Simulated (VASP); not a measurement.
# In2C (P-3m1) in VASP: notebook, part 2 of 2

VASP 6.6.1. Earlier steps stand in the parts before.

### 3 Single point, PBE

This run uses another cell than the first one, of 21.22 Å³/atom.

INCAR reads:

```
SYSTEM = In2C
PREC = Accurate ; ENCUT = 520
EDIFF = 1E-6 ; ISMEAR = 0
SIGMA = 0.1 ; LREAL = .FALSE.
LASPH = .TRUE. ; NELM = 80
ALGO = Normal ; ISIF = 2
LWAVE = .FALSE. ; LCHARG = .FALSE.
GGA = PE ; NBANDS = 22
```

KPOINTS reads:

```
Automatic mesh
0
G
  6 6 2
  0 0 0
```

POSCAR reads:

```
In2C
1.0
    3.1221198700      0.0000000000      0.0000000000
   -1.5610599300      2.7038351200      0.0000000000
    0.0000000000      0.0000000000      7.5418819000
In C
2 1
Direct
    0.3333333300      0.6666666700      0.6532710200
    0.6666666700      0.3333333300      0.3467289800
    0.0000000000      0.0000000000      0.0000000000
```

Potentials or basis: VASP PAW PBE potentials, release 64 (In_d, C).

Command:

```
$ cat potpaw_PBE.64/In_d/POTCAR potpaw_PBE.64/C/POTCAR > POTCAR
$ mpirun -np 1 vasp_std > vasp.out
```

OUTCAR:

```text
SYSTEM = In2C
   PREC = Accurate
   ENCUT = 520
   EDIFF = 1E-6
   ISMEAR = 0
   LREAL = .FALSE.
   LASPH = .TRUE.
   NELM = 80
   ISIF = 2
   GGA = PE

 ion  position               nearest neighbor table
   1  0.333  0.667  0.653-   2 2.93   2 2.93   2 2.93
   2  0.667  0.333  0.347-   1 2.93   1 2.93   1 2.93
   3  0.000  0.000  0.000-

  LATTYP: Found a hexagonal cell.
 ALAT       =     3.1221198700
 C/A-ratio  =     2.4156285518

  Lattice vectors:

 A1 = (   3.1221198700,   0.0000000000,   0.0000000000)
 A2 = (  -1.5610599300,   2.7038351200,   0.0000000000)
 A3 = (   0.0000000000,   0.0000000000,   7.5418819000)

Analysis of symmetry for initial positions (statically):
=====================================================================
 Subroutine PRICEL returns:
 Original cell was already a primitive cell.

 Routine SETGRP: Setting up the symmetry group for a
 hexagonal supercell.

 Subroutine GETGRP returns: Found 12 space group operations
 (whereof 12 operations were pure point group operations)
 out of a pool of 24 trial point group operations.

The static configuration has the point symmetry D_3d.

Analysis of symmetry for dynamics (positions and initial velocities):
=====================================================================
 Subroutine PRICEL returns:
 Original cell was already a primitive cell.

 Routine SETGRP: Setting up the symmetry group for a
 hexagonal supercell.

 Subroutine GETGRP returns: Found 12 space group operations
 (whereof 12 operations were pure point group operations)
 out of a pool of 24 trial point group operations.

The dynamic configuration has the point symmetry D_3d.

 Subroutine INISYM returns: Found 12 space group operations
 (whereof 12 operations are pure point group operations),
 and found     1 'primitive' translations

----------------------------------------------------------------------------------------
[... 101 lines left out ...]
   IALGO  =     38    algorithm
   IMIX   =      4    mixing-type and parameters
     AMIX     =   0.40;   BMIX     =  1.00
     AMIX_MAG =   1.60;   BMIX_MAG =  1.00
  volume/ion in A,a.u.               =      21.22       143.21
  Fermi-wavevector in a.u.,A,eV,Ry     =   1.273930  2.407378 22.080848  1.622897
  Thomas-Fermi vector in A             =   2.406726
   LORBIT       =      0    0 simple, 1 ext, 2 COOP (PROOUT), +10 PAW based schemes
   GGA     = PE    functional components
   LHFCALC =     F    Hartree Fock is set to
   AEXX    =    0.0000 exact exchange contribution
   IVDW    =     0    specifies the selected vdW correction
   LEPSILON=     F    determine dielectric tensor
   LRPA    =     F    only Hartree local field effects (RPA)
 non-spin polarized calculation
 Gauss-broadening in eV      SIGMA  =   0.10
  energy-cutoff  :      520.00
  volume of cell :       63.67
 maximum number of plane-waves:      1724
 NGX is ok and might be reduce to    24
   NGX = 11   NGY = 11   NGZ = 29

 number of electron      30.0000009 magnetization

 Free energy of the ion-electron system (eV)
  ---------------------------------------------------
  ext. energy  EPLUGINS =         0.00000000
  ---------------------------------------------------
  free energy    TOTEN  =        -7.85010099 eV

  energy without entropy =       -7.83696536  energy(sigma->0) =       -7.84353318

 E-fermi :   6.4757     XC(G=0): -10.2422

 val. band max:        6.4438140982   @ k =   0.5000   0.0000   0.5000
 cond. band min:       6.5341635317   @ k =   0.3333  -0.0000   0.0000
 fundamental gap:      0.0903494335
 Fermi energy:         6.4757097523

 k-point     1 :       0.0000    0.0000    0.0000
  band No.  band energies     occupation
      1      -8.7865      2.00000
      2      -8.6249      2.00000
      3      -8.6249      2.00000
      4      -8.6209      2.00000
      5      -8.6209      2.00000
      6      -8.5556      2.00000
[... 339 lines left out ...]
     21      11.7023      0.00000
     22      11.7023      0.00000

------------------------ aborting loop because EDIFF is reached ----------------------------------------

  FORCE on cell =-STRESS in cart. coord.  units (eV):
  Direction    XX          YY          ZZ          XY          YZ          ZX
  --------------------------------------------------------------------------------------
  -------------------------------------------------------------------------------------
  Total        1.0104385      1.0104385      0.1393592      0.0000000      0.0000000      0.0000000
  in kB       25.4279282     25.4279282      3.5070088      0.0000000      0.0000000      0.0000000
  external PRESSURE =      18.1209551 kB  Pullay stress =       0.0000000 kB

 VOLUME and BASIS-vectors are now :
 -----------------------------------------------------------------------------
  energy-cutoff  :      520.00
  volume of cell :       63.67
      direct lattice vectors                 reciprocal lattice vectors
     3.122119870  0.000000000  0.000000000     0.320295197  0.184922518  0.000000000
    -1.561059930  2.703835120  0.000000000     0.000000000  0.369845037  0.000000000
     0.000000000  0.000000000  7.541881900     0.000000000  0.000000000  0.132592901

 POSITION                                       TOTAL-FORCE (eV/Angst)
 -----------------------------------------------------------------------------------
     -0.00000      1.80256      4.92689        -0.000000      0.000000      2.815307
      1.56106      0.90128      2.61499         0.000000      0.000000     -2.815307
      0.00000      0.00000      0.00000        -0.000000      0.000000      0.000000
 -----------------------------------------------------------------------------------
    total drift:                               -0.000000      0.000000     -0.000000

  FREE ENERGIE OF THE ION-ELECTRON SYSTEM (eV)
  ---------------------------------------------------
  free  energy   TOTEN  =        -7.8501009925 eV

  energy  without entropy=       -7.8369653635  energy(sigma->0) =       -7.84353318
```

Run time: 9.6 s. Hardware: 1 thread of Intel Xeon 6975P-C (Granite Rapids), shared host; peak memory 0.18 GiB.

What came out:

```
Free energy            : -7.8501 eV
Pressure               : 1.8 GPa
Largest force          : 2.815 eV/Å
Band gap on the k mesh : zero (bands 15 and 16 overlap by 3.60 eV)
```

Forces on the atoms (eV/Å):
```
In   0.000  0.000  2.815
In   0.000  0.000 -2.815
C    0.000  0.000  0.000
```

Caveat: the k points lie up to 0.42 Å⁻¹ apart, too coarse for converged energies and pressures of a metal; spin-orbit coupling is left out, which moves the levels of the heavy elements; forces of over 1 eV/Å act on the atoms, so gaps and moduli don't describe the material at rest.

### 4 Single point, PBE

This run uses another cell than the first one, of 18.42 Å³/atom.

INCAR reads:

```
SYSTEM = In2C
ALGO     = Normal         ! electronic algorithm
EDIFF    = 1E-6           ! SCF threshold, eV
ENCUT    = 520            ! plane-wave cutoff, eV
GGA      = PE             ! functional
ISIF     = 2              ! what is computed and relaxed
ISMEAR   = 0              ! smearing method
LASPH    = .TRUE.         ! aspherical terms in the spheres
LCHARG   = .FALSE.        ! write CHGCAR
LREAL    = .FALSE.        ! projectors in reciprocal space
LWAVE    = .FALSE.        ! write WAVECAR
NBANDS   = 22             ! bands
NELM     = 100            ! most SCF steps
PREC     = Accurate       ! precision mode
SIGMA    = 0.1            ! smearing width, eV
```

KPOINTS reads:

```
k-points
0
G
  6 6 4
  0 0 0
```

POSCAR reads:

```
In2C
1.0
    3.5673317558      0.0000000000      0.0000000000
   -1.7836658779      3.0893999243      0.0000000000
    0.0000000000      0.0000000000      5.0137525005
In C
2 1
Direct
    0.3333333333      0.6666666667      0.7541562252
    0.6666666667      0.3333333333      0.2458437748
    0.0000000000      0.0000000000      0.0000000000
```

Potentials or basis: VASP PAW PBE potentials, release 64 (In_d, C).

Command:

```
$ cat potpaw_PBE.64/In_d/POTCAR potpaw_PBE.64/C/POTCAR > POTCAR
$ mpirun -np 1 vasp_std > vasp.out
```

OUTCAR:

```text
SYSTEM = In2C
   EDIFF = 1E-6
   ENCUT = 520
   GGA = PE
   ISIF = 2
   ISMEAR = 0
   LASPH = .TRUE.
   LREAL = .FALSE.
   NELM = 100
   PREC = Accurate

 ion  position               nearest neighbor table
   1  0.333  0.667  0.754-   3 2.40   3 2.40   3 2.40   2 3.21   2 3.21   2 3.21   2 3.28   2 3.28
                             2 3.28
   2  0.667  0.333  0.246-   3 2.40   3 2.40   3 2.40   1 3.21   1 3.21   1 3.21   1 3.28   1 3.28
                             1 3.28
   3  0.000  0.000  0.000-   1 2.40   2 2.40   2 2.40   1 2.40   2 2.40   1 2.40

  LATTYP: Found a hexagonal cell.
 ALAT       =     3.5673317558
[... 794 lines left out ...]
  Direction    XX          YY          ZZ          XY          YZ          ZX
  --------------------------------------------------------------------------------------
  -------------------------------------------------------------------------------------
  Total        0.0447077      0.0447077      0.0325674     -0.0000000      0.0000000      0.0000000
  in kB        1.2963212      1.2963212      0.9443069     -0.0000000      0.0000000      0.0000000
  external PRESSURE =       1.1789831 kB  Pullay stress =       0.0000000 kB

 VOLUME and BASIS-vectors are now :
 -----------------------------------------------------------------------------
  energy-cutoff  :      520.00
  volume of cell :       55.26
      direct lattice vectors                 reciprocal lattice vectors
     3.567331756  0.000000000  0.000000000     0.280321559  0.161843728  0.000000000
    -1.783665878  3.089399924  0.000000000     0.000000000  0.323687455  0.000000000
     0.000000000  0.000000000  5.013752500     0.000000000  0.000000000  0.199451409

 POSITION                                       TOTAL-FORCE (eV/Angst)
 -----------------------------------------------------------------------------------
     -0.00000      2.05960      3.78115        -0.000000      0.000000     -0.013067
      1.78367      1.02980      1.23260        -0.000000      0.000000      0.013067
      0.00000      0.00000      0.00000         0.000000      0.000000      0.000000
 -----------------------------------------------------------------------------------
    total drift:                                0.000000     -0.000000     -0.000000

  FREE ENERGIE OF THE ION-ELECTRON SYSTEM (eV)
  ---------------------------------------------------
  free  energy   TOTEN  =       -11.7343565134 eV

  energy  without entropy=      -11.7306894032  energy(sigma->0) =      -11.73252296
```

Wall time 14 s (1 thread of Intel Xeon 6975P-C (Granite Rapids), shared host); peak memory 0.18 GiB.

Results:

* Free energy: -11.7344 eV
* Pressure: 0.1 GPa
* Largest force: 0.013 eV/Å
* Band gap on the k mesh: zero (bands 15 and 16 overlap by 2.82 eV)

Forces in eV/Å, atoms in the order of the input:
```
In   0.000  0.000 -0.013
In   0.000  0.000  0.013
C    0.000  0.000  0.000
```

Caveat: spin-orbit coupling is left out, which moves the levels of the heavy elements.

### 5 Relaxation of cell and atoms, PBE

This run uses another cell than the first one, of 21.22 Å³/atom.

INCAR reads:

```
PREC = Accurate
ENCUT = 600
EDIFF = 1E-6
ISMEAR = 0
SIGMA = 0.1
LREAL = False
LASPH = True
NELM = 60
ALGO = Normal
ISIF = 3
LWAVE = False
LCHARG = False
GGA = PE
IBRION = 2
NSW = 90
EDIFFG = -0.04
```

KPOINTS reads:

```
Automatic mesh
0
Gamma
  6 6 2
```

POSCAR reads:

```
In2C
1.0
    3.1221198700      0.0000000000      0.0000000000
   -1.5610599300      2.7038351200      0.0000000000
    0.0000000000      0.0000000000      7.5418819000
In C
2 1
Direct
    0.3333333300      0.6666666700      0.6532710200
    0.6666666700      0.3333333300      0.3467289800
    0.0000000000      0.0000000000      0.0000000000
```

Command:

```
$ cat potpaw_PBE.64/In_d/POTCAR potpaw_PBE.64/C/POTCAR > POTCAR
$ mpirun -np 1 vasp_std > vasp.out
```

Run time: 2.9 min. Hardware: 1 thread of Intel Xeon 6975P-C (Granite Rapids), shared host; peak memory 0.22 GiB.

The run converged. Its results:

```
Free energy                           : -10.8848 eV
Relaxed volume                        : 29.30 Å³/atom
Relaxed cell                          : a = 3.621 Å, b = 3.621 Å, c = 7.742 Å, α = 90.00°, β = 90.00°, γ = 120.00°
Space group after relaxing (to 0.1 Å) : P-3m1 (No. 164)
Pressure after relaxing               : 0.0 GPa
Band gap on the k mesh                : zero (bands 15 and 16 overlap by 0.13 eV)
```

Forces on the atoms (eV/Å):
```
In   0.000  0.000  0.002
In   0.000  0.000 -0.002
C    0.000  0.000  0.000
```

Stress tensor (GPa, compression positive):
```
 0.06  0.00  0.00
 0.00  0.06  0.00
 0.00  0.00 -0.15
```

Final structure:
```yaml
crystal:
  lattice:
    - [3.62094, 0.00000, 0.00000]
    - [-1.81047, 3.13583, 0.00000]
    - [0.00000, 0.00000, 7.74168]
  atoms:
    - { symbol: In, position: [0.33333, 0.66667, 0.84244] }
    - { symbol: In, position: [0.66667, 0.33333, 0.15756] }
    - { symbol: C, position: [0.00000, 0.00000, 0.00000] }
```

Levels at points of the mesh, in eV from the Fermi level:
| k point | band 12 | band 13 | band 14 | band 15 | band 16 | band 17 | band 18 | band 19 |
| --- | --- | --- | --- | --- | --- | --- | --- | --- |
| (0.00, 0.00, 0.00) | -5.70 | -2.76 | -0.04 | -0.04 | 1.53 | 1.98 | 6.07 | 6.40 |
| (0.50, 0.00, 0.00) | -6.24 | -2.68 | -1.67 | -1.42 | 1.11 | 1.46 | 3.99 | 4.60 |
| (0.00, 0.00, 0.50) | -5.80 | -2.34 | -0.04 | -0.04 | 0.54 | 2.65 | 5.31 | 6.42 |
| (0.50, 0.00, 0.50) | -6.23 | -2.72 | -1.78 | -1.42 | 1.47 | 1.56 | 4.07 | 4.44 |

Caveat: the k points lie up to 0.41 Å⁻¹ apart in the final cell; the volume moved by over 15 % at a fixed basis, so the end points are rough; spin-orbit coupling is left out, which moves the levels of the heavy elements.

### 6 Relaxation of cell and atoms, PBE

INCAR reads:

```
SYSTEM = In2C
  PREC = Accurate
  ENCUT = 600
  EDIFF = 1E-6
  ISMEAR = 0
  SIGMA = 0.1
  LREAL = .False.
  LASPH = .True.
  NELM = 80
  ALGO = Normal
  ISIF = 3
  LWAVE = .False.
  LCHARG = .False.
  GGA = PE
  IBRION = 2
  NSW = 90
  EDIFFG = -0.04
```

KPOINTS reads:

```
Automatic mesh
0
Gamma
  6 6 4
  0 0 0
```

POSCAR reads:

```
In2C
1.0
    3.5886916777      0.0000000000      0.0000000000
   -1.7943458389      3.1078981593      0.0000000000
    0.0000000000      0.0000000000      4.8847098947
In C
2 1
Direct
    0.3333333333      0.6666666667      0.7501199529
    0.6666666667      0.3333333333      0.2498800471
    0.0000000000      0.0000000000      0.0000000000
```

Potentials or basis: VASP PAW PBE potentials, release 64 (In_d, C).

Command:

```
$ cat potpaw_PBE.64/In_d/POTCAR potpaw_PBE.64/C/POTCAR > POTCAR
$ mpirun -np 1 vasp_std > vasp.out
```

Wall time 68 s (1 thread of Intel Xeon 6975P-C (Granite Rapids), shared host); peak memory 0.2 GiB.

Results (log left out):

```
Free energy                           : -11.7341 eV
Relaxed volume                        : 18.37 Å³/atom
Relaxed cell                          : a = 3.563 Å, b = 3.563 Å, c = 5.013 Å, α = 90.00°, β = 90.00°, γ = 120.00°
Space group after relaxing (to 0.1 Å) : P-3m1 (No. 164)
Energy gained by relaxing             : 5.3 meV/atom
Ionic steps                           : 5
Pressure after relaxing               : 0.2 GPa
Largest force after relaxing          : 0.036 eV/Å
Band gap on the k mesh                : zero (bands 15 and 16 overlap by 2.84 eV)
```

Forces on the atoms (eV/Å):
```
In   0.000  0.000  0.036
In   0.000  0.000 -0.036
C    0.000  0.000  0.000
```

Stress tensor (GPa, compression positive):
```
0.31 0.00 0.00
0.00 0.31 0.00
0.00 0.00 0.04
```

The path:
| step | energy change (eV) | largest force (eV/Å) | pressure (GPa) | volume (Å³) |
| --- | --- | --- | --- | --- |
| 1 | 0.0000 | 0.1086 | 0.65 | 54.48 |
| 2 | -0.0126 | 0.1364 | -0.07 | 55.06 |
| 3 | -0.0145 | 0.1512 | -0.43 | 55.38 |
| 4 | -0.0159 | 0.0056 | 0.38 | 55.05 |
| 5 | -0.0160 | 0.0363 | 0.22 | 55.12 |

Final structure:
```
CELL_PARAMETERS angstrom
3.56325 0.00000 0.00000
-1.78162 3.08586 0.00000
0.00000 0.00000 5.01294
ATOMIC_POSITIONS crystal
In 0.33333 0.66667 0.75326
In 0.66667 0.33333 0.24674
C 0.00000 0.00000 0.00000
```

Levels at points of the mesh, in eV from the Fermi level:
| k point | band 11 | band 12 | band 13 | band 14 | band 15 | band 16 | band 17 | band 18 | band 19 |
| --- | --- | --- | --- | --- | --- | --- | --- | --- | --- |
| (0.00, 0.00, 0.00) | -12.46 | -5.24 | -4.69 | -0.04 | -0.04 | 2.60 | 4.79 | 5.77 | 5.77 |
| (0.50, 0.00, 0.00) | -9.58 | -6.91 | -2.33 | -1.71 | -1.31 | -0.74 | 1.14 | 4.36 | 6.73 |
| (0.00, 0.00, 0.50) | -12.09 | -8.02 | -0.08 | -0.08 | 0.30 | 0.32 | 5.59 | 6.85 | 6.85 |
| (0.50, 0.00, 0.50) | -9.31 | -6.24 | -3.99 | -3.81 | -1.36 | 2.07 | 2.15 | 4.44 | 5.94 |

Caveat: spin-orbit coupling is left out, which moves the levels of the heavy elements.

### 7 Overview

```csv
task,cell,k mesh,cutoff (eV),gap on the mesh (eV),pressure (GPa),relaxed volume (Å³/atom),largest force (eV/Å)
single point,"a = 3.589, b = 3.589, c = 4.885 Å, angles 90.0, 90.0, 120.0°, 3 atoms, atomic positions A",6 × 6 × 2,520,none,0.0,-,0.01
single point,"a = 3.122, b = 3.122, c = 7.542 Å, angles 90.0, 90.0, 120.0°, 3 atoms, atomic positions B",6 × 6 × 2,520,none,1.8,-,2.82
single point,"a = 3.567, b = 3.567, c = 5.014 Å, angles 90.0, 90.0, 120.0°, 3 atoms, atomic positions C",6 × 6 × 4,520,none,0.1,-,0.01
relaxation of cell and atoms,"relaxed from a = 3.122, b = 3.122, c = 7.542 Å, angles 90.0, 90.0, 120.0°, 3 atoms, atomic positions B",6 × 6 × 2,600,none,0.0,29.30,-
relaxation of cell and atoms,"relaxed from a = 3.589, b = 3.589, c = 4.885 Å, angles 90.0, 90.0, 120.0°, 3 atoms, atomic positions A",6 × 6 × 4,600,none,0.2,18.37,0.04
```

Alike in all rows: level PBE; potentials or basis VASP PAW PBE potentials, release 64 (In_d, C); no spin polarisation; smearing gaussian 0.1 eV.

Caveats: some runs use coarse meshes; spin-orbit coupling is left out, which moves the levels of the heavy elements; forces of over 1 eV/Å act on the atoms, so gaps and moduli don't describe the material at rest (at least some runs); the volume moved by over 15 % at a fixed basis, so the end points are rough (at least some runs).

Absolute energies hang on the potentials; compare differences alone.

The gap in the log of VASP goes by the Fermi energy; the results here count the filled bands.